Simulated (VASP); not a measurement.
# Pb (Fm-3m) in VASP: further runs

The runs below take Pb through single point, with r2SCAN.

Everything below comes from runs of VASP 6.6.1. Logs are shortened: lines on timing, memory, paths and dates and some standing lists are left out, and cuts for length are marked.

### Step 1. The cell of the first run

It takes space group Fm-3m (No. 225, cubic). Conventional cell: a = 4.781 Å, b = 4.781 Å, c = 4.781 Å, α = 90.00°, β = 90.00°, γ = 90.00°. Pb (site symmetry m-3m) has 12 Pb at 3.38 Å within 4.4 Å.

### Step 2. Single point, r2SCAN (volume scaled by 0.880)

Contents of POSCAR:

```
Pb
1.0
    0.0000000000      2.3905054865      2.3905054865
    2.3905054865      0.0000000000      2.3905054865
    2.3905054865      2.3905054865      0.0000000000
Pb
1
Direct
    0.0000000000      0.0000000000      0.0000000000
```

Contents of INCAR.step1:

```
SYSTEM = Pb
ALGO     = Normal         ! electronic algorithm
EDIFF    = 1E-4           ! SCF threshold, eV
ENCUT    = 520            ! plane-wave cutoff, eV
GGA      = PE             ! functional
ISMEAR   = 0              ! smearing method
LASPH    = .TRUE.         ! aspherical terms in the spheres
LCHARG   = .FALSE.        ! write CHGCAR
LREAL    = .FALSE.        ! projectors in reciprocal space
LWAVE    = .TRUE.         ! write WAVECAR
NBANDS   = 13             ! bands
NELM     = 60             ! most SCF steps
PREC     = Accurate       ! precision mode
SIGMA    = 0.05           ! smearing width, eV
```

Contents of INCAR.step2:

```
SYSTEM = Pb
ALGO     = Normal         ! electronic algorithm
EDIFF    = 1E-6           ! SCF threshold, eV
ENCUT    = 520            ! plane-wave cutoff, eV
ISIF     = 2              ! what is computed and relaxed
ISMEAR   = 0              ! smearing method
ISTART   = 1            
LASPH    = .TRUE.         ! aspherical terms in the spheres
LCHARG   = .TRUE.         ! write CHGCAR
LELF     = .TRUE.         ! ELF
LMIXTAU  = .TRUE.       
LREAL    = .FALSE.        ! projectors in reciprocal space
LVHAR    = .TRUE.       
LWAVE    = .FALSE.        ! write WAVECAR
METAGGA  = R2SCAN         ! meta-GGA
NBANDS   = 13             ! bands
NELM     = 60             ! most SCF steps
PREC     = Accurate       ! precision mode
SIGMA    = 0.05           ! smearing width, eV
```

Contents of KPOINTS:

```
k-points
0
G
  16 16 16
  0 0 0
```

Potentials or basis: VASP PAW PBE potentials, release 64 (Pb_d).

Command:

```console
$ cat potpaw_PBE.64/Pb_d/POTCAR > POTCAR
$ cp INCAR.step1 INCAR
$ mpirun -np 1 vasp_std > vasp.out
$ cp INCAR.step2 INCAR
$ mpirun -np 1 vasp_std > vasp.out
```

OUTCAR:

```text
SYSTEM = Pb
   EDIFF = 1E-6
   ENCUT = 520
   ISIF = 2
   ISMEAR = 0
   ISTART = 1
   LASPH = .TRUE.
   LREAL = .FALSE.
   METAGGA = R2SCAN
   NELM = 60
   PREC = Accurate

 ion  position               nearest neighbor table
   1  0.000  0.000  0.000-

  LATTYP: Found a face centered cubic cell.
 ALAT       =     4.7810109730

  Lattice vectors:

 A1 = (   0.0000000000,   2.3905054865,   2.3905054865)
 A2 = (   2.3905054865,   0.0000000000,   2.3905054865)
 A3 = (   2.3905054865,   2.3905054865,   0.0000000000)

Analysis of symmetry for initial positions (statically):
=====================================================================
 Subroutine PRICEL returns:
 Original cell was already a primitive cell.

 Routine SETGRP: Setting up the symmetry group for a
 face centered cubic supercell.

 Subroutine GETGRP returns: Found 48 space group operations
 (whereof 48 operations were pure point group operations)
 out of a pool of 48 trial point group operations.

The static configuration has the point symmetry O_h .

Analysis of symmetry for dynamics (positions and initial velocities):
=====================================================================
 Subroutine PRICEL returns:
 Original cell was already a primitive cell.

 Routine SETGRP: Setting up the symmetry group for a
 face centered cubic supercell.

 Subroutine GETGRP returns: Found 48 space group operations
 (whereof 48 operations were pure point group operations)
 out of a pool of 48 trial point group operations.

The dynamic configuration has the point symmetry O_h .

 Subroutine INISYM returns: Found 48 space group operations
 (whereof 48 operations are pure point group operations),
 and found     1 'primitive' translations

----------------------------------------------------------------------------------------

                                     Primitive cell

  volume of cell :      27.3212

  direct lattice vectors                    reciprocal lattice vectors
     0.000000000  2.390505486  2.390505486    -0.209160783  0.209160783  0.209160783
     2.390505486  0.000000000  2.390505486     0.209160783 -0.209160783  0.209160783
     2.390505486  2.390505486  0.000000000     0.209160783  0.209160783 -0.209160783

  length of vectors
     3.380685280  3.380685280  3.380685280     0.362277104  0.362277104  0.362277104

  position of ions in fractional coordinates (direct lattice)
     0.000000000  0.000000000  0.000000000

  ion indices of the primitive-cell ions
   primitive index   ion index
                 1           1

----------------------------------------------------------------------------------------

 KPOINTS: k-points

Automatic generation of k-mesh.
 Grid dimensions read from file:
 generate k-points for:   16   16   16

 Generating k-lattice:

  Cartesian coordinates                     Fractional coordinates (reciprocal lattice)
    -0.013072549  0.013072549  0.013072549     0.062500000  0.000000000  0.000000000
     0.013072549 -0.013072549  0.013072549     0.000000000  0.062500000  0.000000000
     0.013072549  0.013072549 -0.013072549     0.000000000  0.000000000  0.062500000

  Length of vectors
     0.022642319  0.022642319  0.022642319

  Shift w.r.t. Gamma in fractional coordinates (k-lattice)
     0.000000000  0.000000000  0.000000000

 Subroutine IBZKPT returns following result:
 ===========================================

 Found    145 irreducible k-points:

 Following reciprocal coordinates:
            Coordinates               Weight
  0.000000  0.000000  0.000000      1.000000
  0.062500  0.000000  0.000000      8.000000
  0.125000  0.000000  0.000000      8.000000
  0.187500  0.000000  0.000000      8.000000
  0.250000  0.000000  0.000000      8.000000
  0.312500  0.000000  0.000000      8.000000
[... 16 lines left out ...]
 -0.125000  0.062500  0.000000     24.000000
 -0.062500  0.062500  0.000000     12.000000
 [... further k-points ...]
   k-points           NKPTS =    145   k-points in BZ     NKDIM =    145   number of bands    NBANDS=     13
   number of dos      NEDOS =    301   number of ions     NIONS =      1
   total plane-waves  NPLWV =  21952
   dimension x,y,z NGX =    28 NGY =   28 NGZ =   28
   dimension x,y,z NGXF=    56 NGYF=   56 NGZF=   56
   ions per type =               1
   NGX,Y,Z   is equivalent  to a cutoff of  13.77, 13.77, 13.77 a.u.
   NGXF,Y,Z  is equivalent  to a cutoff of  27.54, 27.54, 27.54 a.u.
 SYSTEM =  Pb
   PREC   = accura    normal or accurate (medium, high low for compatibility)
   ISTART =      1    job   : 0-new  1-cont  2-samecut
   ICHARG =      0    charge: 1-file 2-atom 10-const
   ISPIN  =      1    spin polarized calculation?
   LNONCOLLINEAR =      F non collinear calculations
   LSORBIT =      F    spin-orbit coupling
   LASPH  =      T    aspherical Exc in radial PAW
   ENCUT  =  520.0 eV  38.22 Ry    6.18 a.u.   6.29  6.29  6.29*2*pi/ulx,y,z
   NELM   =     60;   NELMIN=  2; NELMDL=  0     # of ELM steps
   EDIFF  = 0.1E-05   stopping-criterion for ELM
   LREAL  =      F    real-space projection
   EDIFFG = 0.1E-04   stopping-criterion for IOM
   NSW    =      0    number of steps for IOM
   IBRION =     -1    ionic relax: 0-MD 1-quasi-New 2-CG
   NFREE  =      0    steps in history (QN), initial steepest desc. (CG)
   ISIF   =      2    stress and relaxation
   ISYM   =      2    0-nonsym 1-usesym 2-fastsym
   POTIM  = 0.5000    time-step for ionic-motion
   TEBEG  =    0.0;   TEEND  =   0.0 temperature during run
   PSTRESS=    0.0 pullay stress
   NELECT =      14.0000    total number of electrons
   NUPDOWN=      -1.0000    fix difference up-down
   EMIN   =  10.00;   EMAX   =-10.00  energy-range for DOS
   EFERMI =   0.00;   METHOD = LEGACY
   ISMEAR =     0;   SIGMA  =   0.05  broadening in eV -4-tet -1-fermi 0-gaus
   EFERMI_NEDOS =   21; number of points for ismear=-14 and -15
   IALGO  =     38    algorithm
   IMIX   =      4    mixing-type and parameters
     AMIX     =   0.40;   BMIX     =  1.00
     AMIX_MAG =   1.60;   BMIX_MAG =  1.00
  volume/ion in A,a.u.               =      27.32       184.37
  Fermi-wavevector in a.u.,A,eV,Ry     =   1.310040  2.475616 23.350371  1.716204
  Thomas-Fermi vector in A             =   2.440597
   LORBIT       =      0    0 simple, 1 ext, 2 COOP (PROOUT), +10 PAW based schemes
   METAGGA = R2SCAN    functional components
   LHFCALC =     F    Hartree Fock is set to
   AEXX    =    0.0000 exact exchange contribution
   IVDW    =     0    specifies the selected vdW correction
   LEPSILON=     F    determine dielectric tensor
   LRPA    =     F    only Hartree local field effects (RPA)
 non-spin polarized calculation
 Gauss-broadening in eV      SIGMA  =   0.05
  energy-cutoff  :      520.00
  volume of cell :       27.32
 maximum number of plane-waves:       754
 NGX is ok and might be reduce to    28
   NGX = 13   NGY = 13   NGZ = 13

 number of electron      14.0000002 magnetization

 Free energy of the ion-electron system (eV)
  ---------------------------------------------------
  ext. energy  EPLUGINS =         0.00000000
  ---------------------------------------------------
  free energy    TOTEN  =       -56.19668205 eV

  energy without entropy =      -56.19618862  energy(sigma->0) =      -56.19643533

 E-fermi :   8.5437     XC(G=0): -11.5016

 val. band max:        8.5094722091   @ k =   0.3750   0.2500   0.0000
 cond. band min:       8.5766830169   @ k =  -0.2500   0.3125   0.1250
 fundamental gap:      0.0672108078
 Fermi energy:         8.5437493945

 k-point     1 :       0.0000    0.0000    0.0000
  band No.  band energies     occupation
      1      -9.3687      2.00000
      2      -9.3687      2.00000
      3      -9.3687      2.00000
      4      -9.1659      2.00000
      5      -9.1659      2.00000
      6      -4.6248      2.00000
      7      17.0916      0.00000
      8      17.0916      0.00000
      9      17.0916      0.00000
     10      18.9232      0.00000
     11      22.1847      0.00000
     12      22.3938      0.00000
     13      22.3938      0.00000

 k-point     2 :       0.0625    0.0000    0.0000
  band No.  band energies     occupation
      1      -9.3694      2.00000
      2      -9.3605      2.00000
      3      -9.3605      2.00000
      4      -9.1668      2.00000
      5      -9.1668      2.00000
      6      -4.5370      2.00000
      7      16.0234      0.00000
      8      16.9791      0.00000
      9      16.9791      0.00000
     10      18.7801      0.00000
     11      22.4232      0.00000
     12      22.5884      0.00000
     13      22.5884      0.00000

 k-point     3 :       0.1250    0.0000    0.0000
  band No.  band energies     occupation
      1      -9.3725      2.00000
      2      -9.3402      2.00000
      3      -9.3402      2.00000
      4      -9.1657      2.00000
      5      -9.1657      2.00000
      6      -4.2724      2.00000
      7      13.9185      0.00000
      8      16.6831      0.00000
      9      16.6831      0.00000
     10      18.6429      0.00000
     11      22.7563      0.00000
     12      23.1250      0.00000
     13      23.1250      0.00000
[... 305 lines left out ...]
 k-point    23 :      -0.1250    0.0625    0.0000
  band No.  band energies     occupation
      1      -9.3780      2.00000
      2      -9.3280      2.00000
      3      -9.3219      2.00000
      4      -9.1827      2.00000
      5      -9.1454      2.00000
      6      -4.0660      2.00000
      7      13.1526      0.00000
      8      15.1484      0.00000
      9      17.1608      0.00000
     10      18.9780      0.00000
     11      21.9391      0.00000
     12      22.6312      0.00000
     13      22.8487      0.00000

 k-point    24 :      -0.0625    0.0625    0.0000
  band No.  band energies     occupation
      1      -9.3739      2.00000
      2      -9.3505      2.00000
      3      -9.3420      2.00000
      4      -9.1763      2.00000
      5      -9.1587      2.00000
      6      -4.3903      2.00000
      7      15.1111      0.00000
      8      15.8893      0.00000
      9      17.2181      0.00000
     10      18.8308      0.00000
     11      22.2911      0.00000
     12      22.4730      0.00000
     13      23.3269      0.00000

 [... further k-points ...]
[... 5 lines left out ...]
  --------------------------------------------------------------------------------------
  -------------------------------------------------------------------------------------
  Total        1.3740305      1.3740305      1.3740305      0.0000000      0.0000000      0.0000000
  in kB       80.5763752     80.5763752     80.5763752      0.0000000      0.0000000      0.0000000
  external PRESSURE =      80.5763752 kB  Pullay stress =       0.0000000 kB

 VOLUME and BASIS-vectors are now :
 -----------------------------------------------------------------------------
  energy-cutoff  :      520.00
  volume of cell :       27.32
      direct lattice vectors                 reciprocal lattice vectors
     0.000000000  2.390505486  2.390505486    -0.209160783  0.209160783  0.209160783
     2.390505486  0.000000000  2.390505486     0.209160783 -0.209160783  0.209160783
     2.390505486  2.390505486  0.000000000     0.209160783  0.209160783 -0.209160783

 POSITION                                       TOTAL-FORCE (eV/Angst)
 -----------------------------------------------------------------------------------
      0.00000      0.00000      0.00000         0.000000     -0.000000      0.000000
 -----------------------------------------------------------------------------------
    total drift:                               -0.000000     -0.000000     -0.000000

  FREE ENERGIE OF THE ION-ELECTRON SYSTEM (eV)
  ---------------------------------------------------
  free  energy   TOTEN  =       -56.1966820467 eV

  energy  without entropy=      -56.1961886198  energy(sigma->0) =      -56.19643533
```

Wall time 90 s (1 thread of Intel Xeon 6975P-C (Granite Rapids), shared host); peak memory 0.19 GiB.

Results:

| Item | Value |
| --- | --- |
| Free energy | -56.1967 eV |
| Pressure | 8.1 GPa |
| Band gap on the k mesh | zero (band 7 reaches 17.09 eV, above the bottom of band 8 at 6.50 eV) |

Caveat: the PAW data sets were made with another functional, which shifts forces and pressure a little; spin-orbit coupling is left out, which moves the levels of the heavy elements.

### Step 3. Single point, r2SCAN (volume scaled by 0.920)

Contents of POSCAR:

```
Pb
1.0
    0.0000000000      2.4261899338      2.4261899338
    2.4261899338      0.0000000000      2.4261899338
    2.4261899338      2.4261899338      0.0000000000
Pb
1
Direct
    0.0000000000      0.0000000000      0.0000000000
```

Contents of INCAR.step1:

```
PREC = Accurate ; ENCUT = 520
ISMEAR = 0 ; SIGMA = 0.05
LREAL = F ; LASPH = T
NELM = 100 ; NBANDS = 13
GGA = PE ; ALGO = Normal
EDIFF = 1E-4 ; LWAVE = T
LCHARG = F
```

Contents of INCAR.step2:

```
PREC = Accurate ; ENCUT = 520
EDIFF = 1E-7 ; ISMEAR = 0
SIGMA = 0.05 ; LREAL = F
LASPH = T ; NELM = 100
ALGO = Normal ; ISIF = 2
LWAVE = F ; LCHARG = T
METAGGA = R2SCAN ; LMIXTAU = T
LELF = T ; LVHAR = T
NBANDS = 13 ; ISTART = 1
```

Contents of KPOINTS:

```
Automatic mesh
0
Gamma
  16 16 16
```

Potentials or basis: VASP PAW PBE potentials, release 64 (Pb_d).

Command:

```console
$ cat potpaw_PBE.64/Pb_d/POTCAR > POTCAR
$ cp INCAR.step1 INCAR
$ mpirun -np 1 vasp_std > vasp.out
$ cp INCAR.step2 INCAR
$ mpirun -np 1 vasp_std > vasp.out
```

OUTCAR:

```text
PREC = Accurate
   ENCUT = 520
   EDIFF = 1E-7
   ISMEAR = 0
   LREAL = F
   LASPH = T
   NELM = 100
   ISIF = 2
   METAGGA = R2SCAN
   ISTART = 1

 ion  position               nearest neighbor table
   1  0.000  0.000  0.000-

  LATTYP: Found a face centered cubic cell.
 ALAT       =     4.8523798676

  Lattice vectors:

 A1 = (   0.0000000000,   2.4261899338,   2.4261899338)
 A2 = (   2.4261899338,   0.0000000000,   2.4261899338)
[... 554 lines left out ...]
      3      -9.8383      2.00000
      4      -9.6933      2.00000
      5      -9.6779      2.00000
      6      -4.5956      2.00000
      7      14.2467      0.00000
      8      15.0510      0.00000
      9      16.2640      0.00000
     10      18.2018      0.00000
     11      21.3233      0.00000
     12      21.5732      0.00000
     13      22.4445      0.00000

 [... further k-points ...]
[... 5 lines left out ...]
  --------------------------------------------------------------------------------------
  -------------------------------------------------------------------------------------
  Total        0.8449995      0.8449995      0.8449995     -0.0000000      0.0000000     -0.0000000
  in kB       47.3982880     47.3982880     47.3982880     -0.0000000      0.0000000     -0.0000000
  external PRESSURE =      47.3982880 kB  Pullay stress =       0.0000000 kB

 VOLUME and BASIS-vectors are now :
 -----------------------------------------------------------------------------
  energy-cutoff  :      520.00
  volume of cell :       28.56
      direct lattice vectors                 reciprocal lattice vectors
     0.000000000  2.426189934  2.426189934    -0.206084443  0.206084443  0.206084443
     2.426189934  0.000000000  2.426189934     0.206084443 -0.206084443  0.206084443
     2.426189934  2.426189934  0.000000000     0.206084443  0.206084443 -0.206084443

 POSITION                                       TOTAL-FORCE (eV/Angst)
 -----------------------------------------------------------------------------------
      0.00000      0.00000      0.00000         0.000000      0.000000     -0.000000
 -----------------------------------------------------------------------------------
    total drift:                               -0.000000     -0.000000     -0.000000

  FREE ENERGIE OF THE ION-ELECTRON SYSTEM (eV)
  ---------------------------------------------------
  free  energy   TOTEN  =       -56.2464953894 eV

  energy  without entropy=      -56.2461403262  energy(sigma->0) =      -56.24631786
```

OUTCAR.step1:

```text
PREC = Accurate
   ENCUT = 520
   ISMEAR = 0
   LREAL = F
   LASPH = T
[... 600 lines left out ...]

 POSITION                                       TOTAL-FORCE (eV/Angst)
 -----------------------------------------------------------------------------------
      0.00000      0.00000      0.00000        -0.000000     -0.000000     -0.000000
 -----------------------------------------------------------------------------------
    total drift:                               -0.000000     -0.000000     -0.000000

  FREE ENERGIE OF THE ION-ELECTRON SYSTEM (eV)
  ---------------------------------------------------
  free  energy   TOTEN  =        -3.5100990464 eV

  energy  without entropy=       -3.5096936297  energy(sigma->0) =       -3.50989634
```

It took 1.7 min on 1 thread of Intel Xeon 6975P-C (Granite Rapids), shared host; peak memory 0.2 GiB.

What came out:

```yaml
Free_energy: -56.2465 eV
Pressure: 4.7 GPa
Band_gap_on_the_k_mesh: zero (band 7 reaches 16.16 eV, above the bottom of band 8 at 6.05 eV)
```

Caveat: the PAW data sets were made with another functional, which shifts forces and pressure a little; spin-orbit coupling is left out, which moves the levels of the heavy elements.

[end of part 1 of 2]
